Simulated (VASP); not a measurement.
# KMgF3 (Pm-3m) in VASP: single point with HSE06

Aim: the single point of KMgF3 with HSE06.

All numbers are computed with VASP 6.6.1; they aren't measurements. Logs are shortened: lines on timing, memory, paths and dates and some standing lists are left out, and cuts for length are marked.

### Step 1. The cell of the first run

Symmetry: Pm-3m, No. 221, cubic system. The conventional cell has a = 3.991 Å, b = 3.991 Å, c = 3.991 Å, α = 90.00°, β = 90.00°, γ = 90.00°. K (site symmetry m-3m) has 12 F at 2.82 Å and 8 Mg at 3.46 Å within 3.7 Å. Mg (site symmetry m-3m) has 6 F at 2.00 Å within 2.6 Å. Within 2.6 Å of F (site symmetry 4/mmm) lie 2 Mg at 2.00 Å.

### Step 2. Single point, HSE06

File POSCAR:

```
KMgF3
1.0
    3.9912720000      0.0000000000      0.0000000000
    0.0000000000      3.9912720000      0.0000000000
    0.0000000000      0.0000000000      3.9912720000
K Mg F
1 1 3
Direct
    0.0000000000      0.0000000000      0.0000000000
    0.5000000000      0.5000000000      0.5000000000
    0.5000000000      0.5000000000      0.0000000000
    0.0000000000      0.5000000000      0.5000000000
    0.5000000000      0.0000000000      0.5000000000
```

File INCAR.step1:

```
SYSTEM = KMgF3
ALGO = Normal
EDIFF = 1E-5
ENCUT = 520
GGA = PE
ISIF = 2
ISMEAR = -1
KPAR = 4
LASPH = .TRUE.
LREAL = .FALSE.
LWAVE = .TRUE.
NBANDS = 24
NELM = 100
PREC = Accurate
SIGMA = 0.05
```

File INCAR.step2:

```
SYSTEM = KMgF3
ALGO = Normal
EDIFF = 1E-7
ENCUT = 520
GGA = PE
HFSCREEN = 0.2079
ISIF = 2
ISMEAR = -1
ISTART = 1
KPAR = 4
LASPH = .TRUE.
LCHARG = .TRUE.
LHFCALC = .TRUE.
LREAL = .FALSE.
LVHAR = .TRUE.
LWAVE = .FALSE.
NBANDS = 24
NELM = 100
PREC = Accurate
PRECFOCK = Fast
SIGMA = 0.05
```

File KPOINTS:

```
k-points
0
G
  6 6 6
  0 0 0
```

Potentials or basis: VASP PAW PBE potentials, release 64 (K_sv, Mg, F).

On the command line:

```
$ cat potpaw_PBE.64/K_sv/POTCAR potpaw_PBE.64/Mg/POTCAR potpaw_PBE.64/F/POTCAR > POTCAR
$ cp INCAR.step1 INCAR
$ mpirun -np 4 vasp_std > vasp.out
$ cp INCAR.step2 INCAR
$ mpirun -np 4 vasp_std > vasp.out
```

OUTCAR:

```text
SYSTEM = KMgF3
   EDIFF = 1E-7
   ENCUT = 520
   GGA = PE
   HFSCREEN = 0.2079
   ISIF = 2
   ISMEAR = -1
   ISTART = 1
   LASPH = .TRUE.
   LHFCALC = .TRUE.
   LREAL = .FALSE.
   NELM = 100
   PREC = Accurate
   PRECFOCK = Fast

 ion  position               nearest neighbor table
   1  0.000  0.000  0.000-   3 2.82   4 2.82   5 2.82   4 2.82   5 2.82   3 2.82   4 2.82   4 2.82
                             3 2.82   5 2.82   5 2.82   3 2.82   2 3.46   2 3.46   2 3.46   2 3.46
   2  0.500  0.500  0.500-   3 2.00   4 2.00   5 2.00   3 2.00   5 2.00   4 2.00   1 3.46   1 3.46
                             1 3.46   1 3.46   1 3.46   1 3.46   1 3.46   1 3.46
   3  0.500  0.500  0.000-   2 2.00   2 2.00   1 2.82   1 2.82   1 2.82   1 2.82
   4  0.000  0.500  0.500-   2 2.00   2 2.00   1 2.82   1 2.82   1 2.82   1 2.82
   5  0.500  0.000  0.500-   2 2.00   2 2.00   1 2.82   1 2.82   1 2.82   1 2.82

  LATTYP: Found a simple cubic cell.
 ALAT       =     3.9912720000

  Lattice vectors:

 A1 = (   3.9912720000,   0.0000000000,   0.0000000000)
 A2 = (   0.0000000000,   3.9912720000,   0.0000000000)
 A3 = (   0.0000000000,   0.0000000000,   3.9912720000)

Analysis of symmetry for initial positions (statically):
=====================================================================
 Subroutine PRICEL returns:
 Original cell was already a primitive cell.

 Routine SETGRP: Setting up the symmetry group for a
 simple cubic supercell.

 Subroutine GETGRP returns: Found 48 space group operations
 (whereof 48 operations were pure point group operations)
 out of a pool of 48 trial point group operations.

The static configuration has the point symmetry O_h .

Analysis of symmetry for dynamics (positions and initial velocities):
=====================================================================
 Subroutine PRICEL returns:
 Original cell was already a primitive cell.

 Routine SETGRP: Setting up the symmetry group for a
 simple cubic supercell.

 Subroutine GETGRP returns: Found 48 space group operations
 (whereof 48 operations were pure point group operations)
 out of a pool of 48 trial point group operations.

The dynamic configuration has the point symmetry O_h .

 Subroutine INISYM returns: Found 48 space group operations
 (whereof 48 operations are pure point group operations),
 and found     1 'primitive' translations

----------------------------------------------------------------------------------------

                                     Primitive cell

  volume of cell :      63.5820

  direct lattice vectors                    reciprocal lattice vectors
     3.991272000  0.000000000  0.000000000     0.250546693  0.000000000  0.000000000
     0.000000000  3.991272000  0.000000000     0.000000000  0.250546693  0.000000000
     0.000000000  0.000000000  3.991272000     0.000000000  0.000000000  0.250546693

  length of vectors
     3.991272000  3.991272000  3.991272000     0.250546693  0.250546693  0.250546693

  position of ions in fractional coordinates (direct lattice)
     0.000000000  0.000000000  0.000000000
     0.500000000  0.500000000  0.500000000
     0.500000000  0.500000000  0.000000000
     0.000000000  0.500000000  0.500000000
     0.500000000  0.000000000  0.500000000

  ion indices of the primitive-cell ions
   primitive index   ion index
                 1           1
                 2           2
                 3           3
                 4           4
                 5           5

----------------------------------------------------------------------------------------

 KPOINTS: k-points

Automatic generation of k-mesh.
 Grid dimensions read from file:
 generate k-points for:    6    6    6

 Generating k-lattice:

  Cartesian coordinates                     Fractional coordinates (reciprocal lattice)
     0.041757782  0.000000000  0.000000000     0.166666667  0.000000000  0.000000000
     0.000000000  0.041757782  0.000000000     0.000000000  0.166666667  0.000000000
     0.000000000  0.000000000  0.041757782     0.000000000  0.000000000  0.166666667

  Length of vectors
     0.041757782  0.041757782  0.041757782

  Shift w.r.t. Gamma in fractional coordinates (k-lattice)
     0.000000000  0.000000000  0.000000000

 Subroutine IBZKPT returns following result:
 ===========================================

 Found     20 irreducible k-points:

 Following reciprocal coordinates:
            Coordinates               Weight
  0.000000  0.000000  0.000000      1.000000
  0.166667  0.000000  0.000000      6.000000
  0.333333  0.000000  0.000000      6.000000
  0.500000  0.000000  0.000000      3.000000
  0.166667  0.166667  0.000000     12.000000
  0.333333  0.166667  0.000000     24.000000
[... 12 lines left out ...]
  0.500000  0.500000  0.333333      6.000000
  0.500000  0.500000  0.500000      1.000000
   k-points           NKPTS =     20   k-points in BZ     NKDIM =    216   number of bands    NBANDS=     24
   number of dos      NEDOS =    301   number of ions     NIONS =      5
   total plane-waves  NPLWV =  27000
   dimension x,y,z NGX =    30 NGY =   30 NGZ =   30
   dimension x,y,z NGXF=    60 NGYF=   60 NGZF=   60
   ions per type =               1   1   3
   NGX,Y,Z   is equivalent  to a cutoff of  12.50, 12.50, 12.50 a.u.
   NGXF,Y,Z  is equivalent  to a cutoff of  24.99, 24.99, 24.99 a.u.
 SYSTEM =  KMgF3
   PREC   = accura    normal or accurate (medium, high low for compatibility)
   ISTART =      1    job   : 0-new  1-cont  2-samecut
   ICHARG =      0    charge: 1-file 2-atom 10-const
   ISPIN  =      1    spin polarized calculation?
   LNONCOLLINEAR =      F non collinear calculations
   LSORBIT =      F    spin-orbit coupling
   LASPH  =      T    aspherical Exc in radial PAW
   ENCUT  =  520.0 eV  38.22 Ry    6.18 a.u.   7.42  7.42  7.42*2*pi/ulx,y,z
   NELM   =    100;   NELMIN=  2; NELMDL=  0     # of ELM steps
   EDIFF  = 0.1E-06   stopping-criterion for ELM
   LREAL  =      F    real-space projection
   EDIFFG = 0.1E-05   stopping-criterion for IOM
   NSW    =      0    number of steps for IOM
   IBRION =     -1    ionic relax: 0-MD 1-quasi-New 2-CG
   NFREE  =      0    steps in history (QN), initial steepest desc. (CG)
   ISIF   =      2    stress and relaxation
   ISYM   =      3    0-nonsym 1-usesym 2-fastsym
   POTIM  = 0.5000    time-step for ionic-motion
   TEBEG  =    0.0;   TEEND  =   0.0 temperature during run
   PSTRESS=    0.0 pullay stress
   NELECT =      32.0000    total number of electrons
   NUPDOWN=      -1.0000    fix difference up-down
   EMIN   =  10.00;   EMAX   =-10.00  energy-range for DOS
   EFERMI =   0.00;   METHOD = LEGACY
   ISMEAR =    -1;   SIGMA  =   0.05  broadening in eV -4-tet -1-fermi 0-gaus
   EFERMI_NEDOS =   21; number of points for ismear=-14 and -15
   IALGO  =     38    algorithm
   IMIX   =      1    mixing-type and parameters
     AMIX     =   0.40;   BMIX     =  1.00
     AMIX_MAG =   1.60;   BMIX_MAG =  1.00
  volume/ion in A,a.u.               =      12.72        85.81
  Fermi-wavevector in a.u.,A,eV,Ry     =   1.302207  2.460815 23.072000  1.695744
  Thomas-Fermi vector in A             =   2.433291
   LORBIT       =      0    0 simple, 1 ext, 2 COOP (PROOUT), +10 PAW based schemes
   GGA     = PE    functional components
   LHFCALC =     T    Hartree Fock is set to
   PRECFOCK=fast      Normal, Fast or Accurate (Low or Medium for compatibility)
   ENCUT4O =  -1.0   cutoff for four orbital integrals eV
   NKREDX  =     1    reduce k-point grid by
   NKREDY  =     1    reduce k-point grid by
   NKREDZ  =     1    reduce k-point grid by
   AEXX    =    0.2500 exact exchange contribution
   HFSCREEN=    0.2079 screening length (either q_TF or 0.3 A-1)
   HFSCREENC=   0.2079 screening length for correlation (either q_TF or 0.3 A-1)
   ENCUTFOCK=  -1.0 apply spherical cutoff to Coloumb kernel
   IVDW    =     0    specifies the selected vdW correction
   LEPSILON=     F    determine dielectric tensor
   LRPA    =     F    only Hartree local field effects (RPA)
 non-spin polarized calculation
  energy-cutoff  :      520.00
  volume of cell :       63.58
 maximum number of plane-waves:      1743
 NGX is ok and might be reduce to    30
  NGX = 16; NGY = 16; NGZ = 16

 number of electron      31.9999958 magnetization

 Free energy of the ion-electron system (eV)
  ---------------------------------------------------
  ext. energy  EPLUGINS =         0.00000000
  ---------------------------------------------------
  free energy    TOTEN  =       -29.54106089 eV

  energy without entropy =      -29.54106089  energy(sigma->0) =      -29.54106089

 E-fermi :  -2.1519     XC(G=0):  -7.9350

 val. band max:       -3.3260029696   @ k =   0.5000   0.5000   0.5000
 cond. band min:       6.1746743096   @ k =   0.0000   0.0000   0.0000
 fundamental gap:      9.5006772792
 Fermi energy:        -2.1519123308

 k-point     1 :       0.0000    0.0000    0.0000
  band No.  band energies     occupation
      1     -30.4113      2.00000
      2     -24.9980      2.00000
      3     -24.3306      2.00000
      4     -24.3306      2.00000
      5     -12.5592      2.00000
      6     -12.5592      2.00000
[... 16 lines left out ...]
     23      13.0432      0.00000
     24      16.1946      0.00000

 k-point     2 :       0.1667    0.0000    0.0000
  band No.  band energies     occupation
      1     -30.4037      2.00000
      2     -24.9673      2.00000
      3     -24.3684      2.00000
      4     -24.3282      2.00000
      5     -12.5520      2.00000
      6     -12.5436      2.00000
[... 16 lines left out ...]
     23      13.0713      0.00000
     24      16.0195      0.00000

 k-point     3 :       0.3333    0.0000    0.0000
  band No.  band energies     occupation
      1     -30.3884      2.00000
      2     -24.8915      2.00000
      3     -24.4582      2.00000
      4     -24.3239      2.00000
      5     -12.5376      2.00000
      6     -12.5119      2.00000
[... 16 lines left out ...]
     23      13.1078      0.00000
     24      15.5637      0.00000
[... 406 lines left out ...]
 k-point    19 :       0.5000    0.5000    0.3333
  band No.  band energies     occupation
      1     -30.3489      2.00000
      2     -24.5315      2.00000
      3     -24.5232      2.00000
      4     -24.5232      2.00000
      5     -12.7221      2.00000
      6     -12.7221      2.00000
[... 16 lines left out ...]
     23      13.8810      0.00000
     24      13.8810      0.00000

 k-point    20 :       0.5000    0.5000    0.5000
  band No.  band energies     occupation
      1     -30.3454      2.00000
      2     -24.5185      2.00000
      3     -24.5185      2.00000
      4     -24.5185      2.00000
      5     -12.7527      2.00000
      6     -12.7527      2.00000
[... 16 lines left out ...]
     23      14.2468      0.00000
     24      14.2468      0.00000

------------------------ aborting loop because EDIFF is reached ----------------------------------------

  FORCE on cell =-STRESS in cart. coord.  units (eV):
  Direction    XX          YY          ZZ          XY          YZ          ZX
  --------------------------------------------------------------------------------------
  -------------------------------------------------------------------------------------
  Total        0.2542946      0.2542946      0.2542946     -0.0000000     -0.0000000      0.0000000
  in kB        6.4078706      6.4078706      6.4078706     -0.0000000     -0.0000000      0.0000000
  external PRESSURE =       6.4078706 kB  Pullay stress =       0.0000000 kB

 VOLUME and BASIS-vectors are now :
 -----------------------------------------------------------------------------
  energy-cutoff  :      520.00
  volume of cell :       63.58
      direct lattice vectors                 reciprocal lattice vectors
     3.991272000  0.000000000  0.000000000     0.250546693  0.000000000  0.000000000
     0.000000000  3.991272000  0.000000000     0.000000000  0.250546693  0.000000000
     0.000000000  0.000000000  3.991272000     0.000000000  0.000000000  0.250546693

 POSITION                                       TOTAL-FORCE (eV/Angst)
 -----------------------------------------------------------------------------------
      0.00000      0.00000      0.00000         0.000000      0.000000      0.000000
      1.99564      1.99564      1.99564         0.000000      0.000000      0.000000
      1.99564      1.99564      0.00000         0.000000      0.000000      0.000000
      0.00000      1.99564      1.99564         0.000000      0.000000      0.000000
      1.99564      0.00000      1.99564         0.000000      0.000000      0.000000
 -----------------------------------------------------------------------------------
    total drift:                               -0.000000     -0.000000     -0.000000

  FREE ENERGIE OF THE ION-ELECTRON SYSTEM (eV)
  ---------------------------------------------------
  free  energy   TOTEN  =       -29.5410608931 eV

  energy  without entropy=      -29.5410608931  energy(sigma->0) =      -29.54106089
```

Wall time 7.8 min (4 MPI ranks of Intel Xeon 6975P-C (Granite Rapids), shared host); peak memory 0.3 GiB.

Results:

| Property | Result |
| --- | --- |
| Free energy | -29.5411 eV |
| Pressure | 0.6 GPa |
| Band gap on the k mesh | 9.50 eV (least direct gap 9.80 eV) |

Levels at points of the mesh, in eV from the valence-band top:
| k point | band 14 | band 15 | band 16 | band 17 | band 18 | band 19 |
| --- | --- | --- | --- | --- | --- | --- |
| (0.00, 0.00, 0.00) | -0.30 | -0.30 | -0.30 | 9.50 | 12.39 | 12.39 |
| (0.50, 0.00, 0.00) | -0.89 | -0.53 | -0.53 | 12.39 | 12.77 | 13.50 |
| (0.50, 0.50, 0.00) | -0.92 | -0.92 | -0.02 | 13.36 | 14.10 | 14.98 |
| (0.50, 0.50, 0.50) | 0.00 | 0.00 | 0.00 | 12.83 | 12.83 | 12.83 |

Caveat: the PAW data sets were made with another functional, which shifts forces and pressure a little.
